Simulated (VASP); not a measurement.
# Al (Im-3m) in VASP: notebook

Runs on Al. Level: LDA. Tasks: single point.

All numbers are computed with VASP 6.6.1; they aren't measurements. Logs are shortened: lines on timing, memory, paths and dates and some standing lists are left out, and cuts for length are marked.

## Step 1: The cell of the first run

It takes space group Im-3m (No. 229, cubic). The conventional cell has a = 3.182 Å, b = 3.182 Å, c = 3.182 Å, α = 90.00°, β = 90.00°, γ = 90.00°. Al (site symmetry m-3m) has 14 Al at 2.76 to 3.18 Å within 3.6 Å.

## Step 2: Single point, LDA

INCAR

```
PREC     = Accurate       # precision mode
ENCUT    = 520            # plane-wave cutoff, eV
EDIFF    = 1E-7           # SCF threshold, eV
ISMEAR   = -1             # smearing method
SIGMA    = 0.1            # smearing width, eV
LREAL    = F              # projectors in reciprocal space
LASPH    = T              # aspherical terms in the spheres
NELM     = 100            # most SCF steps
ALGO     = Normal         # electronic algorithm
ISIF     = 2              # what is computed and relaxed
LWAVE    = F              # write WAVECAR
LCHARG   = F              # write CHGCAR
NBANDS   = 8              # bands
```

KPOINTS

```
Automatic mesh
0
Gamma
  13 13 13
```

POSCAR

```
Al
1.0
   -1.5912190000      1.5912190000      1.5912190000
    1.5912190000     -1.5912190000      1.5912190000
    1.5912190000      1.5912190000     -1.5912190000
Al
1
Direct
    0.0000000000      0.0000000000      0.0000000000
```

Potentials or basis: VASP PAW LDA potentials, release 64 (Al).

Launch:

```sh
> cat potpaw_LDA.64/Al/POTCAR > POTCAR
> mpirun -np 1 vasp_std > vasp.out
```

OUTCAR:

```text
PREC = Accurate
   ENCUT = 520
   EDIFF = 1E-7
   ISMEAR = -1
   LREAL = F
   LASPH = T
   NELM = 100
   ISIF = 2

 ion  position               nearest neighbor table
   1  0.000  0.000  0.000-

  LATTYP: Found a body centered cubic cell.
 ALAT       =     3.1824380000

  Lattice vectors:

 A1 = (  -1.5912190000,   1.5912190000,   1.5912190000)
 A2 = (   1.5912190000,  -1.5912190000,   1.5912190000)
 A3 = (   1.5912190000,   1.5912190000,  -1.5912190000)

Analysis of symmetry for initial positions (statically):
=====================================================================
 Subroutine PRICEL returns:
 Original cell was already a primitive cell.

 Routine SETGRP: Setting up the symmetry group for a
 body centered cubic supercell.

 Subroutine GETGRP returns: Found 48 space group operations
 (whereof 48 operations were pure point group operations)
 out of a pool of 48 trial point group operations.

The static configuration has the point symmetry O_h .

Analysis of symmetry for dynamics (positions and initial velocities):
=====================================================================
 Subroutine PRICEL returns:
 Original cell was already a primitive cell.

 Routine SETGRP: Setting up the symmetry group for a
 body centered cubic supercell.

 Subroutine GETGRP returns: Found 48 space group operations
 (whereof 48 operations were pure point group operations)
 out of a pool of 48 trial point group operations.

The dynamic configuration has the point symmetry O_h .

 Subroutine INISYM returns: Found 48 space group operations
 (whereof 48 operations are pure point group operations),
 and found     1 'primitive' translations

----------------------------------------------------------------------------------------

                                     Primitive cell

  volume of cell :      16.1157

  direct lattice vectors                    reciprocal lattice vectors
    -1.591219000  1.591219000  1.591219000     0.000000000  0.314224503  0.314224503
     1.591219000 -1.591219000  1.591219000     0.314224503  0.000000000  0.314224503
     1.591219000  1.591219000 -1.591219000     0.314224503  0.314224503  0.000000000

  length of vectors
     2.756072154  2.756072154  2.756072154     0.444380554  0.444380554  0.444380554

  position of ions in fractional coordinates (direct lattice)
     0.000000000  0.000000000  0.000000000

  ion indices of the primitive-cell ions
   primitive index   ion index
                 1           1

----------------------------------------------------------------------------------------

 KPOINTS: Automatic mesh

Automatic generation of k-mesh.
 Grid dimensions read from file:
 generate k-points for:   13   13   13

 Generating k-lattice:

  Cartesian coordinates                     Fractional coordinates (reciprocal lattice)
     0.000000000  0.024171116  0.024171116     0.076923077  0.000000000  0.000000000
     0.024171116  0.000000000  0.024171116     0.000000000  0.076923077  0.000000000
     0.024171116  0.024171116  0.000000000     0.000000000  0.000000000  0.076923077

  Length of vectors
     0.034183120  0.034183120  0.034183120

  Shift w.r.t. Gamma in fractional coordinates (k-lattice)
     0.000000000  0.000000000  0.000000000

 Subroutine IBZKPT returns following result:
 ===========================================

 Found     84 irreducible k-points:

 Following reciprocal coordinates:
            Coordinates               Weight
  0.000000  0.000000  0.000000      1.000000
  0.076923  0.000000  0.000000     12.000000
  0.153846  0.000000  0.000000     12.000000
  0.230769  0.000000  0.000000     12.000000
  0.307692  0.000000  0.000000     12.000000
  0.384615  0.000000  0.000000     12.000000
[... 16 lines left out ...]
  0.153846  0.076923  0.076923     24.000000
  0.230769  0.076923  0.076923     24.000000
 [... further k-points ...]
   k-points           NKPTS =     84   k-points in BZ     NKDIM =     84   number of bands    NBANDS=      8
   number of dos      NEDOS =    301   number of ions     NIONS =      1
   total plane-waves  NPLWV =   8000
   dimension x,y,z NGX =    20 NGY =   20 NGZ =   20
   dimension x,y,z NGXF=    40 NGYF=   40 NGZF=   40
   ions per type =               1
   NGX,Y,Z   is equivalent  to a cutoff of  12.06, 12.06, 12.06 a.u.
   NGXF,Y,Z  is equivalent  to a cutoff of  24.13, 24.13, 24.13 a.u.
 SYSTEM =  unknown system
   PREC   = accura    normal or accurate (medium, high low for compatibility)
   ISTART =      0    job   : 0-new  1-cont  2-samecut
   ICHARG =      2    charge: 1-file 2-atom 10-const
   ISPIN  =      1    spin polarized calculation?
   LNONCOLLINEAR =      F non collinear calculations
   LSORBIT =      F    spin-orbit coupling
   LASPH  =      T    aspherical Exc in radial PAW
   ENCUT  =  520.0 eV  38.22 Ry    6.18 a.u.   5.12  5.12  5.12*2*pi/ulx,y,z
   NELM   =    100;   NELMIN=  2; NELMDL= -5     # of ELM steps
   EDIFF  = 0.1E-06   stopping-criterion for ELM
   LREAL  =      F    real-space projection
   EDIFFG = 0.1E-05   stopping-criterion for IOM
   NSW    =      0    number of steps for IOM
   IBRION =     -1    ionic relax: 0-MD 1-quasi-New 2-CG
   NFREE  =      0    steps in history (QN), initial steepest desc. (CG)
   ISIF   =      2    stress and relaxation
   ISYM   =      2    0-nonsym 1-usesym 2-fastsym
   POTIM  = 0.5000    time-step for ionic-motion
   TEBEG  =    0.0;   TEEND  =   0.0 temperature during run
   PSTRESS=    0.0 pullay stress
   NELECT =       3.0000    total number of electrons
   NUPDOWN=      -1.0000    fix difference up-down
   EMIN   =  10.00;   EMAX   =-10.00  energy-range for DOS
   EFERMI =   0.00;   METHOD = LEGACY
   ISMEAR =    -1;   SIGMA  =   0.10  broadening in eV -4-tet -1-fermi 0-gaus
   EFERMI_NEDOS =   21; number of points for ismear=-14 and -15
   IALGO  =     38    algorithm
   IMIX   =      4    mixing-type and parameters
     AMIX     =   0.40;   BMIX     =  1.00
     AMIX_MAG =   1.60;   BMIX_MAG =  1.00
  volume/ion in A,a.u.               =      16.12       108.75
  Fermi-wavevector in a.u.,A,eV,Ry     =   0.934757  1.766434 11.888366  0.873770
  Thomas-Fermi vector in A             =   2.061594
   LORBIT       =      0    0 simple, 1 ext, 2 COOP (PROOUT), +10 PAW based schemes
   GGA     = CA    functional components
   LHFCALC =     F    Hartree Fock is set to
   AEXX    =    0.0000 exact exchange contribution
   IVDW    =     0    specifies the selected vdW correction
   LEPSILON=     F    determine dielectric tensor
   LRPA    =     F    only Hartree local field effects (RPA)
 non-spin polarized calculation
  energy-cutoff  :      520.00
  volume of cell :       16.12
 maximum number of plane-waves:       451
   NGX = 11   NGY = 11   NGZ = 11

 number of electron       3.0000000 magnetization

 Free energy of the ion-electron system (eV)
  ---------------------------------------------------
  ext. energy  EPLUGINS =         0.00000000
  ---------------------------------------------------
  free energy    TOTEN  =        -4.09927839 eV

  energy without entropy =       -4.08635564  energy(sigma->0) =       -4.09281702

 E-fermi :   8.0566     XC(G=0): -10.4353

 val. band max:        7.9468353321   @ k =   0.2308   0.2308   0.1538
 cond. band min:       8.0898609487   @ k =  -0.3846   0.3846   0.1538
 fundamental gap:      0.1430256167
 Fermi energy:         8.0566384257

 k-point     1 :       0.0000    0.0000    0.0000
  band No.  band energies     occupation
      1      -3.2207      2.00000
      2      21.3738      0.00000
      3      21.3738      0.00000
      4      21.3738      0.00000
      5      22.8099      0.00000
      6      22.8099      0.00000
      7      22.8099      0.00000
      8      24.5057      0.00000

 k-point     2 :       0.0769    0.0000    0.0000
  band No.  band energies     occupation
      1      -3.0481      2.00000
      2      19.4435      0.00000
      3      20.2884      0.00000
      4      20.7274      0.00000
      5      22.1690      0.00000
      6      23.2983      0.00000
      7      23.6240      0.00000
      8      24.1806      0.00000

 k-point     3 :       0.1538    0.0000    0.0000
  band No.  band energies     occupation
      1      -2.5318      2.00000
      2      16.3068      0.00000
      3      18.9749      0.00000
      4      19.4978      0.00000
      5      20.9930      0.00000
      6      22.1879      0.00000
      7      24.5361      0.00000
      8      24.9227      0.00000

 k-point     4 :       0.2308    0.0000    0.0000
  band No.  band energies     occupation
      1      -1.6755      2.00000
      2      13.1427      0.00000
      3      17.9009      0.00000
      4      18.3195      0.00000
      5      19.8999      0.00000
      6      21.2398      0.00000
      7      25.5685      0.00000
      8      25.5979      0.00000

 k-point     5 :       0.3077    0.0000    0.0000
  band No.  band energies     occupation
      1      -0.4855      2.00000
      2      10.1732      0.00000
      3      17.0943      0.00000
      4      17.3803      0.00000
      5      19.0425      0.00000
      6      20.4613      0.00000
      7      26.4702      0.00000
      8      26.8805      0.00000
[... 177 lines left out ...]
 k-point    22 :       0.0769    0.0769    0.0769
  band No.  band energies     occupation
      1      -2.1887      2.00000
      2      16.4837      0.00000
      3      16.4837      0.00000
      4      16.8878      0.00000
      5      23.8843      0.00000
      6      23.8843      0.00000
      7      24.3785      0.00000
      8      24.3785      0.00000

 k-point    23 :       0.1538    0.0769    0.0769
  band No.  band energies     occupation
      1      -1.3345      2.00000
      2      13.4254      0.00000
      3      15.2543      0.00000
      4      15.6981      0.00000
      5      23.2856      0.00000
      6      23.6944      0.00000
      7      25.4662      0.00000
      8      25.6211      0.00000

 k-point    24 :       0.2308    0.0769    0.0769
  band No.  band energies     occupation
      1      -0.1475      2.00000
      2      10.4774      0.00000
      3      14.3107      0.00000
      4      14.8364      0.00000
      5      22.5860      0.00000
      6      23.0640      0.00000
      7      26.6655      0.00000
      8      26.9657      0.00000

 [... further k-points ...]

------------------------ aborting loop because EDIFF is reached ----------------------------------------

  FORCE on cell =-STRESS in cart. coord.  units (eV):
  Direction    XX          YY          ZZ          XY          YZ          ZX
  --------------------------------------------------------------------------------------
  -------------------------------------------------------------------------------------
  Total        0.0247380      0.0247380      0.0247380     -0.0000000     -0.0000000      0.0000000
  in kB        2.4593762      2.4593762      2.4593762     -0.0000000     -0.0000000      0.0000000
  external PRESSURE =       2.4593762 kB  Pullay stress =       0.0000000 kB

 VOLUME and BASIS-vectors are now :
 -----------------------------------------------------------------------------
  energy-cutoff  :      520.00
  volume of cell :       16.12
      direct lattice vectors                 reciprocal lattice vectors
    -1.591219000  1.591219000  1.591219000     0.000000000  0.314224503  0.314224503
     1.591219000 -1.591219000  1.591219000     0.314224503  0.000000000  0.314224503
     1.591219000  1.591219000 -1.591219000     0.314224503  0.314224503  0.000000000

 POSITION                                       TOTAL-FORCE (eV/Angst)
 -----------------------------------------------------------------------------------
      0.00000      0.00000      0.00000        -0.000000     -0.000000     -0.000000
 -----------------------------------------------------------------------------------
    total drift:                                0.000000      0.000000     -0.000000

  FREE ENERGIE OF THE ION-ELECTRON SYSTEM (eV)
  ---------------------------------------------------
  free  energy   TOTEN  =        -4.0992783928 eV

  energy  without entropy=       -4.0863556414  energy(sigma->0) =       -4.09281702
```

Wall time 2.9 s (1 thread of Intel Xeon 6975P-C (Granite Rapids), shared host); peak memory 0.11 GiB.

What came out:

| Property | Result |
| --- | --- |
| Free energy | -4.0993 eV |
| Pressure | 0.2 GPa |

## Step 3: Single point, LDA

This run uses another cell than the first one, of 16.44 Å³/atom, 1.020 times its volume.

INCAR

```
SYSTEM = Al
  PREC = Accurate
  ENCUT = 520
  EDIFF = 1E-6
  ISMEAR = -1
  SIGMA = 0.1
  LREAL = .False.
  LASPH = .True.
  NELM = 100
  ALGO = Normal
  ISIF = 2
  LWAVE = .False.
  LCHARG = .False.
  NBANDS = 8
```

KPOINTS

```
regular mesh
0
Gamma
  13 13 13
  0 0 0
```

POSCAR

```
Al
1.0
   -1.6017571813      1.6017571813      1.6017571813
    1.6017571813     -1.6017571813      1.6017571813
    1.6017571813      1.6017571813     -1.6017571813
Al
1
Direct
    0.0000000000      0.0000000000      0.0000000000
```

Potentials or basis: VASP PAW LDA potentials, release 64 (Al).

Launch:

```sh
> cat potpaw_LDA.64/Al/POTCAR > POTCAR
> mpirun -np 1 vasp_std > vasp.out
```

Wall time 3 s (1 thread of Intel Xeon 6975P-C (Granite Rapids), shared host); peak memory 0.12 GiB.

The run converged. Its results:

```
Free energy : -4.0983 eV
Pressure    : -1.2 GPa
```

Levels at points of the mesh, in eV from the Fermi level:
| k point | band 1 | band 2 | band 3 | band 4 |
| --- | --- | --- | --- | --- |
| (0.00, 0.00, 0.00) | -11.14 | 13.20 | 13.20 | 13.20 |

(Continued in part 2 of 2.)
